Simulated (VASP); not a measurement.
# Zn3Pd (I4/mmm) in VASP: single point with LDA

Aim: the single point of Zn3Pd with LDA.

All numbers are computed with VASP 6.6.1; they aren't measurements. Logs are shortened: lines on timing, memory, paths and dates and some standing lists are left out, and cuts for length are marked.

### 1 The cell of the first run

Symmetry: I4/mmm, No. 139, tetragonal system. Conventional cell: a = 3.650 Å, b = 3.650 Å, c = 7.915 Å, α = 90.00°, β = 90.00°, γ = 90.00°. Zn (site symmetry -4m2) has 8 Zn at 2.58 to 2.69 Å and 4 Pd at 2.69 Å within 3.4 Å. Within 3.4 Å of Zn (site symmetry 4/mmm) lie 4 Pd at 2.58 Å and 8 Zn at 2.69 Å. Pd (site symmetry 4/mmm) has 12 Zn at 2.58 to 2.69 Å within 3.4 Å.

### 2 Single point, LDA

Contents of INCAR:

```
PREC = Accurate
ENCUT = 540
EDIFF = 1E-6
ISMEAR = 0
SIGMA = 0.1
LREAL = F
LASPH = T
NELM = 120
ALGO = Normal
ISIF = 2
LWAVE = F
LCHARG = F
GGA = CA
NBANDS = 35
GGA_COMPAT = F
```

Contents of KPOINTS:

```
Automatic mesh
0
Gamma
  16 16 16
```

Contents of POSCAR:

```
Zn3Pd
1.0
   -1.8251176442      1.8251176442      3.9574481544
    1.8251176442     -1.8251176442      3.9574481544
    1.8251176442      1.8251176442     -3.9574481544
Zn Pd
3 1
Direct
    0.7500000000      0.2500000000      0.5000000000
    0.2500000000      0.7500000000      0.5000000000
    0.5000000000      0.5000000000      0.0000000000
    0.0000000000      0.0000000000      0.0000000000
```

Potentials or basis: VASP PAW LDA potentials, release 64 (Zn, Pd_sv_GW).

Command:

```sh
cat potpaw_LDA.64/Zn/POTCAR potpaw_LDA.64/Pd_sv_GW/POTCAR > POTCAR
mpirun -np 1 vasp_std > vasp.out
```

OUTCAR:

```text
PREC = Accurate
   ENCUT = 540
   EDIFF = 1E-6
   ISMEAR = 0
   LREAL = F
   LASPH = T
   NELM = 120
   ISIF = 2
   GGA = CA

 ion  position               nearest neighbor table
   1  0.750  0.250  0.500-   2 2.58   2 2.58   2 2.58   2 2.58   4 2.69   3 2.69   4 2.69   4 2.69
                             3 2.69   3 2.69   4 2.69   3 2.69
   2  0.250  0.750  0.500-   1 2.58   1 2.58   1 2.58   1 2.58   4 2.69   3 2.69   4 2.69   3 2.69
                             4 2.69   4 2.69   3 2.69   3 2.69
   3  0.500  0.500  0.000-   4 2.58   4 2.58   4 2.58   4 2.58   2 2.69   1 2.69   2 2.69   1 2.69
                             2 2.69   2 2.69   1 2.69   1 2.69
   4  0.000  0.000  0.000-   3 2.58   3 2.58   3 2.58   3 2.58   2 2.69   1 2.69   2 2.69   2 2.69
                             1 2.69   1 2.69   2 2.69   1 2.69

  LATTYP: Found a body centered tetragonal cell.
 ALAT       =     3.6502352884
 C/A-ratio  =     2.1683249663

  Lattice vectors:

 A1 = (  -1.8251176442,   1.8251176442,   3.9574481544)
 A2 = (   1.8251176442,  -1.8251176442,   3.9574481544)
 A3 = (   1.8251176442,   1.8251176442,  -3.9574481544)

Analysis of symmetry for initial positions (statically):
=====================================================================
 Subroutine PRICEL returns:
 Original cell was already a primitive cell.

 Routine SETGRP: Setting up the symmetry group for a
 body centered tetragonal supercell.

 Subroutine GETGRP returns: Found 16 space group operations
 (whereof 16 operations were pure point group operations)
 out of a pool of 16 trial point group operations.

The static configuration has the point symmetry D_4h.

Analysis of symmetry for dynamics (positions and initial velocities):
=====================================================================
 Subroutine PRICEL returns:
 Original cell was already a primitive cell.

 Routine SETGRP: Setting up the symmetry group for a
 body centered tetragonal supercell.

 Subroutine GETGRP returns: Found 16 space group operations
 (whereof 16 operations were pure point group operations)
 out of a pool of 16 trial point group operations.

The dynamic configuration has the point symmetry D_4h.

 Subroutine INISYM returns: Found 16 space group operations
 (whereof 16 operations are pure point group operations),
 and found     1 'primitive' translations

----------------------------------------------------------------------------------------

                                     Primitive cell

  volume of cell :      52.7299

  direct lattice vectors                    reciprocal lattice vectors
    -1.825117644  1.825117644  3.957448154     0.000000000  0.273954943  0.126344043
     1.825117644 -1.825117644  3.957448154     0.273954943  0.000000000  0.126344043
     1.825117644  1.825117644 -3.957448154     0.273954943  0.273954943  0.000000000

  length of vectors
     4.724775627  4.724775627  4.724775627     0.301685479  0.301685479  0.387430796

  position of ions in fractional coordinates (direct lattice)
     0.750000000  0.250000000  0.500000000
     0.250000000  0.750000000  0.500000000
     0.500000000  0.500000000  0.000000000
     0.000000000  0.000000000  0.000000000

  ion indices of the primitive-cell ions
   primitive index   ion index
                 1           1
                 2           2
                 3           3
                 4           4

----------------------------------------------------------------------------------------

 KPOINTS: Automatic mesh

Automatic generation of k-mesh.
 Grid dimensions read from file:
 generate k-points for:   16   16   16

 Generating k-lattice:

  Cartesian coordinates                     Fractional coordinates (reciprocal lattice)
     0.000000000  0.017122184  0.007896503     0.062500000  0.000000000 -0.000000000
     0.017122184  0.000000000  0.007896503     0.000000000  0.062500000 -0.000000000
     0.017122184  0.017122184  0.000000000     0.000000000  0.000000000  0.062500000

  Length of vectors
     0.018855342  0.018855342  0.024214425

  Shift w.r.t. Gamma in fractional coordinates (k-lattice)
     0.000000000  0.000000000  0.000000000

 Subroutine IBZKPT returns following result:
 ===========================================

 Found    349 irreducible k-points:

 Following reciprocal coordinates:
            Coordinates               Weight
  0.000000  0.000000  0.000000      1.000000
  0.062500  0.000000  0.000000      8.000000
  0.125000  0.000000  0.000000      8.000000
  0.187500  0.000000  0.000000      8.000000
  0.250000  0.000000  0.000000      8.000000
  0.312500  0.000000  0.000000      8.000000
[... 16 lines left out ...]
 -0.125000  0.062500  0.000000     16.000000
 -0.062500  0.062500  0.000000      4.000000
 [... further k-points ...]
   k-points           NKPTS =    349   k-points in BZ     NKDIM =    349   number of bands    NBANDS=     35
   number of dos      NEDOS =    301   number of ions     NIONS =      4
   total plane-waves  NPLWV =  46656
   dimension x,y,z NGX =    36 NGY =   36 NGZ =   36
   dimension x,y,z NGXF=    72 NGYF=   72 NGZF=   72
   ions per type =               3   1
   NGX,Y,Z   is equivalent  to a cutoff of  12.67, 12.67, 12.67 a.u.
   NGXF,Y,Z  is equivalent  to a cutoff of  25.33, 25.33, 25.33 a.u.
 SYSTEM =  unknown system
   PREC   = accura    normal or accurate (medium, high low for compatibility)
   ISTART =      0    job   : 0-new  1-cont  2-samecut
   ICHARG =      2    charge: 1-file 2-atom 10-const
   ISPIN  =      1    spin polarized calculation?
   LNONCOLLINEAR =      F non collinear calculations
   LSORBIT =      F    spin-orbit coupling
   LASPH  =      T    aspherical Exc in radial PAW
   ENCUT  =  540.0 eV  39.69 Ry    6.30 a.u.   8.95  8.95  8.95*2*pi/ulx,y,z
   NELM   =    120;   NELMIN=  2; NELMDL= -5     # of ELM steps
   EDIFF  = 0.1E-05   stopping-criterion for ELM
   LREAL  =      F    real-space projection
   EDIFFG = 0.1E-04   stopping-criterion for IOM
   NSW    =      0    number of steps for IOM
   IBRION =     -1    ionic relax: 0-MD 1-quasi-New 2-CG
   NFREE  =      0    steps in history (QN), initial steepest desc. (CG)
   ISIF   =      2    stress and relaxation
   ISYM   =      2    0-nonsym 1-usesym 2-fastsym
   POTIM  = 0.5000    time-step for ionic-motion
   TEBEG  =    0.0;   TEEND  =   0.0 temperature during run
   PSTRESS=    0.0 pullay stress
   NELECT =      54.0000    total number of electrons
   NUPDOWN=      -1.0000    fix difference up-down
   EMIN   =  10.00;   EMAX   =-10.00  energy-range for DOS
   EFERMI =   0.00;   METHOD = LEGACY
   ISMEAR =     0;   SIGMA  =   0.10  broadening in eV -4-tet -1-fermi 0-gaus
   EFERMI_NEDOS =   21; number of points for ismear=-14 and -15
   IALGO  =     38    algorithm
   IMIX   =      4    mixing-type and parameters
     AMIX     =   0.40;   BMIX     =  1.00
     AMIX_MAG =   1.60;   BMIX_MAG =  1.00
  volume/ion in A,a.u.               =      13.18        88.96
  Fermi-wavevector in a.u.,A,eV,Ry     =   1.650139  3.118310 37.048086  2.722958
  Thomas-Fermi vector in A             =   2.739139
   LORBIT       =      0    0 simple, 1 ext, 2 COOP (PROOUT), +10 PAW based schemes
   GGA     = CA    functional components
   LHFCALC =     F    Hartree Fock is set to
   AEXX    =    0.0000 exact exchange contribution
   IVDW    =     0    specifies the selected vdW correction
   LEPSILON=     F    determine dielectric tensor
   LRPA    =     F    only Hartree local field effects (RPA)
 non-spin polarized calculation
 Gauss-broadening in eV      SIGMA  =   0.10
  energy-cutoff  :      540.00
  volume of cell :       52.73
 maximum number of plane-waves:      1523
   NGX = 17   NGY = 17   NGZ = 17

 number of electron      53.9999990 magnetization

 Free energy of the ion-electron system (eV)
  ---------------------------------------------------
  ext. energy  EPLUGINS =         0.00000000
  ---------------------------------------------------
  free energy    TOTEN  =       -12.17696573 eV

  energy without entropy =      -12.17225423  energy(sigma->0) =      -12.17460998

 E-fermi :   5.3647     XC(G=0): -13.1731

 val. band max:        5.3546408426   @ k =   0.1875   0.1875   0.0625
 cond. band min:       5.3670809725   @ k =   0.5000   0.5000   0.4375
 fundamental gap:      0.0124401299
 Fermi energy:         5.3647456517

 k-point     1 :       0.0000    0.0000    0.0000
  band No.  band energies     occupation
      1     -79.1178      2.00000
      2     -45.1285      2.00000
      3     -45.1285      2.00000
      4     -45.1206      2.00000
      5      -5.3794      2.00000
      6      -3.1867      2.00000
[... 27 lines left out ...]
     34      13.3216      0.00000
     35      13.4190      0.00000

 k-point     2 :       0.0625    0.0000    0.0000
  band No.  band energies     occupation
      1     -79.1178      2.00000
      2     -45.1284      2.00000
      3     -45.1283      2.00000
      4     -45.1204      2.00000
      5      -5.3219      2.00000
      6      -3.1685      2.00000
[... 27 lines left out ...]
     34      13.3792      0.00000
     35      13.8804      0.00000

 k-point     3 :       0.1250    0.0000    0.0000
  band No.  band energies     occupation
      1     -79.1178      2.00000
      2     -45.1292      2.00000
      3     -45.1280      2.00000
      4     -45.1204      2.00000
      5      -5.1509      2.00000
      6      -3.1153      2.00000
[... 27 lines left out ...]
     34      13.4534      0.00000
     35      15.0629      0.00000
[... 723 lines left out ...]
 k-point    23 :      -0.1250    0.0625    0.0000
  band No.  band energies     occupation
      1     -79.1177      2.00000
      2     -45.1292      2.00000
      3     -45.1283      2.00000
      4     -45.1202      2.00000
      5      -5.1339      2.00000
      6      -3.1170      2.00000
[... 27 lines left out ...]
     34      13.8284      0.00000
     35      15.0579      0.00000

 k-point    24 :      -0.0625    0.0625    0.0000
  band No.  band energies     occupation
      1     -79.1178      2.00000
      2     -45.1284      2.00000
      3     -45.1283      2.00000
      4     -45.1203      2.00000
      5      -5.2846      2.00000
      6      -3.1571      2.00000
[... 27 lines left out ...]
     34      13.7903      0.00000
     35      13.9205      0.00000

 [... further k-points ...]
[... 5 lines left out ...]
  --------------------------------------------------------------------------------------
  -------------------------------------------------------------------------------------
  Total       -0.0118836     -0.0118836     -0.0340908      0.0000000      0.0000000      0.0000000
  in kB       -0.3610789     -0.3610789     -1.0358344      0.0000000      0.0000000      0.0000000
  external PRESSURE =      -0.5859974 kB  Pullay stress =       0.0000000 kB

 VOLUME and BASIS-vectors are now :
 -----------------------------------------------------------------------------
  energy-cutoff  :      540.00
  volume of cell :       52.73
      direct lattice vectors                 reciprocal lattice vectors
    -1.825117644  1.825117644  3.957448154     0.000000000  0.273954943  0.126344043
     1.825117644 -1.825117644  3.957448154     0.273954943  0.000000000  0.126344043
     1.825117644  1.825117644 -3.957448154     0.273954943  0.273954943  0.000000000

 POSITION                                       TOTAL-FORCE (eV/Angst)
 -----------------------------------------------------------------------------------
      0.00000      1.82512      1.97872         0.000000      0.000000     -0.000000
      1.82512      0.00000      1.97872        -0.000000      0.000000      0.000000
      0.00000      0.00000      3.95745        -0.000000     -0.000000     -0.000000
      0.00000      0.00000      0.00000        -0.000000     -0.000000     -0.000000
 -----------------------------------------------------------------------------------
    total drift:                               -0.000000      0.000000      0.000000

  FREE ENERGIE OF THE ION-ELECTRON SYSTEM (eV)
  ---------------------------------------------------
  free  energy   TOTEN  =       -12.1769657289 eV

  energy  without entropy=      -12.1722542315  energy(sigma->0) =      -12.17460998
```

Run time: 11 min. Hardware: 1 thread of Intel Xeon Platinum 8488C (Sapphire Rapids), shared host; peak memory 0.71 GiB.

Results:

| Quantity | Value |
| --- | --- |
| Free energy | -12.1770 eV |
| Pressure | -0.1 GPa |
| Band gap on the k mesh | zero (bands 27 and 28 overlap by 4.94 eV) |

Levels at points of the mesh, in eV from the Fermi level:
```csv
k point,band 24,band 25,band 26,band 27,band 28,band 29,band 30,band 31
"(0.00, 0.00, 0.00)",-3.52,-2.55,-1.30,3.56,4.16,4.16,4.17,4.17
"(0.50, 0.00, 0.00)",-3.22,-3.07,-2.33,-1.10,1.09,5.22,5.84,6.10
"(0.50, 0.50, 0.00)",-3.35,-2.86,-2.58,-2.12,-0.93,1.44,2.18,6.32
"(0.50, 0.50, 0.50)",-2.86,-2.86,-2.58,0.15,0.15,5.24,5.58,8.76
```
